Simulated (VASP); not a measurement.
# BN (lda) (F-43m) in VASP: relaxation of cell and atoms with LDA

Aim: the relaxation of cell and atoms of BN (lda) with LDA.

Program: VASP 6.6.1. These are calculated values, not measurements. Logs are shortened: lines on timing, memory, paths and dates and some standing lists are left out, and cuts for length are marked.

**1. The cell of the first run**

It takes space group F-43m (No. 216, cubic). Conventional cell: a = 3.580 Å, b = 3.580 Å, c = 3.580 Å, α = 90.00°, β = 90.00°, γ = 90.00°. B (site symmetry -43m) has 4 N at 1.55 Å within 2.1 Å. Within 2.1 Å of N (site symmetry -43m) lie 4 B at 1.55 Å.

**2. Relaxation of cell and atoms, LDA**

File INCAR:

```
SYSTEM = BN
ALGO = Normal
EDIFF = 1E-7
EDIFFG = -0.002
ENCUT = 600
GGA = CA
GGA_COMPAT = .False.
IBRION = 2
ISIF = 3
ISMEAR = 0
LASPH = .True.
LCHARG = .False.
LREAL = .False.
LWAVE = .False.
NELM = 120
NELMIN = 4
NSW = 100
PREC = Accurate
SIGMA = 0.02
```

File KPOINTS:

```
k-points
0
Gamma
  12 12 12
  0 0 0
```

File POSCAR:

```
BN
1.0
    0.0000000000      1.7899407110      1.7899407110
    1.7899407110      0.0000000000      1.7899407110
    1.7899407110      1.7899407110      0.0000000000
B N
1 1
Direct
    0.0000000000      0.0000000000      0.0000000000
    0.2500000000      0.2500000000      0.2500000000
```

Potentials or basis: VASP PAW LDA potentials, release 64 (B, N).

Launch:

```
> cat potpaw_LDA.64/B/POTCAR potpaw_LDA.64/N/POTCAR > POTCAR
> mpirun -np 1 vasp_std > vasp.out
```

OUTCAR:

```text
SYSTEM = BN
   EDIFF = 1E-7
   EDIFFG = -0.002
   ENCUT = 600
   GGA = CA
   IBRION = 2
   ISIF = 3
   ISMEAR = 0
   LASPH = .True.
   LREAL = .False.
   NELM = 120
   NELMIN = 4
   NSW = 100
   PREC = Accurate

 ion  position               nearest neighbor table
   1  0.000  0.000  0.000-   2 1.55   2 1.55   2 1.55   2 1.55
   2  0.250  0.250  0.250-   1 1.55   1 1.55   1 1.55   1 1.55

  LATTYP: Found a face centered cubic cell.
 ALAT       =     3.5798814220

  Lattice vectors:

 A1 = (   0.0000000000,   1.7899407110,   1.7899407110)
 A2 = (   1.7899407110,   0.0000000000,   1.7899407110)
 A3 = (   1.7899407110,   1.7899407110,   0.0000000000)

Analysis of symmetry for initial positions (statically):
=====================================================================
 Subroutine PRICEL returns:
 Original cell was already a primitive cell.

 Routine SETGRP: Setting up the symmetry group for a
 face centered cubic supercell.

 Subroutine GETGRP returns: Found 24 space group operations
 (whereof 24 operations were pure point group operations)
 out of a pool of 48 trial point group operations.

The static configuration has the point symmetry T_d .

Analysis of symmetry for dynamics (positions and initial velocities):
=====================================================================
 Subroutine PRICEL returns:
 Original cell was already a primitive cell.

 Routine SETGRP: Setting up the symmetry group for a
 face centered cubic supercell.

 Subroutine GETGRP returns: Found 24 space group operations
 (whereof 24 operations were pure point group operations)
 out of a pool of 48 trial point group operations.

The dynamic configuration has the point symmetry T_d .

 Subroutine INISYM returns: Found 24 space group operations
 (whereof 24 operations are pure point group operations),
 and found     1 'primitive' translations

----------------------------------------------------------------------------------------

                                     Primitive cell

  volume of cell :      11.4695

  direct lattice vectors                    reciprocal lattice vectors
     0.000000000  1.789940711  1.789940711    -0.279338861  0.279338861  0.279338861
     1.789940711  0.000000000  1.789940711     0.279338861 -0.279338861  0.279338861
     1.789940711  1.789940711  0.000000000     0.279338861  0.279338861 -0.279338861

  length of vectors
     2.531358429  2.531358429  2.531358429     0.483829100  0.483829100  0.483829100

  position of ions in fractional coordinates (direct lattice)
     0.000000000  0.000000000  0.000000000
     0.250000000  0.250000000  0.250000000

  ion indices of the primitive-cell ions
   primitive index   ion index
                 1           1
                 2           2

----------------------------------------------------------------------------------------

 KPOINTS: k-points

Automatic generation of k-mesh.
 Grid dimensions read from file:
 generate k-points for:   12   12   12

 Generating k-lattice:

  Cartesian coordinates                     Fractional coordinates (reciprocal lattice)
    -0.023278238  0.023278238  0.023278238     0.083333333  0.000000000  0.000000000
     0.023278238 -0.023278238  0.023278238     0.000000000  0.083333333  0.000000000
     0.023278238  0.023278238 -0.023278238     0.000000000  0.000000000  0.083333333

  Length of vectors
     0.040319092  0.040319092  0.040319092

  Shift w.r.t. Gamma in fractional coordinates (k-lattice)
     0.000000000  0.000000000  0.000000000

 Subroutine IBZKPT returns following result:
 ===========================================

 Found     72 irreducible k-points:

 Following reciprocal coordinates:
            Coordinates               Weight
  0.000000  0.000000  0.000000      1.000000
  0.083333  0.000000  0.000000      8.000000
  0.166667  0.000000  0.000000      8.000000
  0.250000  0.000000  0.000000      8.000000
  0.333333  0.000000  0.000000      8.000000
  0.416667  0.000000  0.000000      8.000000
[... 16 lines left out ...]
  0.500000  0.166667  0.000000     24.000000
 -0.416667  0.166667  0.000000     24.000000
 [... further k-points ...]
   k-points           NKPTS =     72   k-points in BZ     NKDIM =     72   number of bands    NBANDS=      8
   number of dos      NEDOS =    301   number of ions     NIONS =      2
   total plane-waves  NPLWV =   8000
   dimension x,y,z NGX =    20 NGY =   20 NGZ =   20
   dimension x,y,z NGXF=    40 NGYF=   40 NGZF=   40
   ions per type =               1   1
   NGX,Y,Z   is equivalent  to a cutoff of  13.13, 13.13, 13.13 a.u.
   NGXF,Y,Z  is equivalent  to a cutoff of  26.27, 26.27, 26.27 a.u.
 SYSTEM =  BN
   PREC   = accura    normal or accurate (medium, high low for compatibility)
   ISTART =      0    job   : 0-new  1-cont  2-samecut
   ICHARG =      2    charge: 1-file 2-atom 10-const
   ISPIN  =      1    spin polarized calculation?
   LNONCOLLINEAR =      F non collinear calculations
   LSORBIT =      F    spin-orbit coupling
   LASPH  =      T    aspherical Exc in radial PAW
   ENCUT  =  600.0 eV  44.10 Ry    6.64 a.u.   5.06  5.06  5.06*2*pi/ulx,y,z
   NELM   =    120;   NELMIN=  4; NELMDL= -5     # of ELM steps
   EDIFF  = 0.1E-06   stopping-criterion for ELM
   LREAL  =      F    real-space projection
   EDIFFG = -.2E-02   stopping-criterion for IOM
   NSW    =    100    number of steps for IOM
   IBRION =      2    ionic relax: 0-MD 1-quasi-New 2-CG
   NFREE  =      1    steps in history (QN), initial steepest desc. (CG)
   ISIF   =      3    stress and relaxation
   ISYM   =      2    0-nonsym 1-usesym 2-fastsym
   POTIM  = 0.5000    time-step for ionic-motion
   TEBEG  =    0.0;   TEEND  =   0.0 temperature during run
   PSTRESS=    0.0 pullay stress
   NELECT =       8.0000    total number of electrons
   NUPDOWN=      -1.0000    fix difference up-down
   EMIN   =  10.00;   EMAX   =-10.00  energy-range for DOS
   EFERMI =   0.00;   METHOD = LEGACY
   ISMEAR =     0;   SIGMA  =   0.02  broadening in eV -4-tet -1-fermi 0-gaus
   EFERMI_NEDOS =   21; number of points for ismear=-14 and -15
   IALGO  =     38    algorithm
   IMIX   =      4    mixing-type and parameters
     AMIX     =   0.40;   BMIX     =  1.00
     AMIX_MAG =   1.60;   BMIX_MAG =  1.00
  volume/ion in A,a.u.               =       5.73        38.70
  Fermi-wavevector in a.u.,A,eV,Ry     =   1.451854  2.743606 28.679436  2.107879
  Thomas-Fermi vector in A             =   2.569303
   LORBIT       =      0    0 simple, 1 ext, 2 COOP (PROOUT), +10 PAW based schemes
   GGA     = CA    functional components
   LHFCALC =     F    Hartree Fock is set to
   AEXX    =    0.0000 exact exchange contribution
   IVDW    =     0    specifies the selected vdW correction
   LEPSILON=     F    determine dielectric tensor
   LRPA    =     F    only Hartree local field effects (RPA)
 conjugate gradient relaxation of ions
 non-spin polarized calculation
 Gauss-broadening in eV      SIGMA  =   0.02
  energy-cutoff  :      600.00
  volume of cell :       11.47
 maximum number of plane-waves:       392
   NGX = 11   NGY = 11   NGZ = 11

--------------------------------------- Ionic step        1  -------------------------------------------

 number of electron       7.9999999 magnetization

 Free energy of the ion-electron system (eV)
  ---------------------------------------------------
  ext. energy  EPLUGINS =         0.00000000
  ---------------------------------------------------
  free energy    TOTEN  =       -19.41623723 eV

  energy without entropy =      -19.41623723  energy(sigma->0) =      -19.41623723

------------------------ aborting loop because EDIFF is reached ----------------------------------------

  FORCE on cell =-STRESS in cart. coord.  units (eV):
  Direction    XX          YY          ZZ          XY          YZ          ZX
  --------------------------------------------------------------------------------------
  -------------------------------------------------------------------------------------
  Total        0.0686665      0.0686665      0.0686665      0.0000000      0.0000000      0.0000000
  in kB        9.5920075      9.5920075      9.5920075      0.0000000      0.0000000      0.0000000
  external PRESSURE =       9.5920075 kB  Pullay stress =       0.0000000 kB
[... 57 lines left out ...]
  energy  without entropy=      -19.4162222993  energy(sigma->0) =      -19.41622230

--------------------------------------- Ionic step        3  -------------------------------------------

 number of electron       7.9999999 magnetization

 Free energy of the ion-electron system (eV)
  ---------------------------------------------------
  ext. energy  EPLUGINS =         0.00000000
  ---------------------------------------------------
  free energy    TOTEN  =       -19.41631869 eV

  energy without entropy =      -19.41631869  energy(sigma->0) =      -19.41631869

 E-fermi :   7.8747     XC(G=0): -13.2346

 val. band max:        7.7285826446   @ k =   0.0000   0.0000   0.0000
 cond. band min:      12.1037345248   @ k =   0.5000   0.5000   0.0000
 fundamental gap:      4.3751518803
 Fermi energy:         7.8746651820

 k-point     1 :       0.0000    0.0000    0.0000
  band No.  band energies     occupation
      1     -12.6485      2.00000
      2       7.7286      2.00000
      3       7.7286      2.00000
      4       7.7286      2.00000
      5      16.5388      0.00000
      6      16.5388      0.00000
      7      16.5388      0.00000
      8      18.6091      0.00000
[... 243 lines left out ...]
 k-point    24 :      -0.4167    0.1667    0.0000
  band No.  band energies     occupation
      1      -7.8630      2.00000
      2      -2.5206      2.00000
      3       3.5226      2.00000
      4       5.0788      2.00000
      5      17.0488      0.00000
      6      20.0273      0.00000
      7      20.2485      0.00000
      8      23.5989      0.00000

 [... further k-points ...]

------------------------ aborting loop because EDIFF is reached ----------------------------------------

  FORCE on cell =-STRESS in cart. coord.  units (eV):
  Direction    XX          YY          ZZ          XY          YZ          ZX
  --------------------------------------------------------------------------------------
  -------------------------------------------------------------------------------------
  Total        0.0000110      0.0000110      0.0000110      0.0000000      0.0000000      0.0000000
  in kB        0.0015271      0.0015271      0.0015271      0.0000000      0.0000000      0.0000000
  external PRESSURE =       0.0015271 kB  Pullay stress =       0.0000000 kB
[... 17 lines left out ...]
  FREE ENERGIE OF THE ION-ELECTRON SYSTEM (eV)
  ---------------------------------------------------
  free  energy   TOTEN  =       -19.4163186859 eV

  energy  without entropy=      -19.4163186859  energy(sigma->0) =      -19.41631869

 reached required accuracy - stopping structural energy minimisation
```

It took 9.9 s on 1 thread of Intel Xeon Platinum 8488C (Sapphire Rapids), shared host; peak memory 0.11 GiB.

Results:

```yaml
Free_energy: -19.4163 eV
Relaxed_volume: 5.75 Å³/atom
Relaxed_cell: a = 2.533 Å, b = 2.533 Å, c = 2.533 Å, α = 60.00°, β = 60.00°, γ = 60.00°
Space_group_after_relaxing_to_0.05_Å: F-43m (No. 216)
Energy_gained_by_relaxing: 0.0 meV/atom
Ionic_steps: 3
Pressure_after_relaxing: 0.0 GPa
Band_gap_on_the_k_mesh: 4.38 eV, indirect (least direct gap 8.81 eV)
```

Final structure:
```
B N
1.0
     0.00000    1.79136    1.79136
     1.79136    0.00000    1.79136
     1.79136    1.79136    0.00000
B N
1 1
Direct
  0.00000 0.00000 0.00000
  0.25000 0.25000 0.25000
```

A k mesh can miss the band edges.
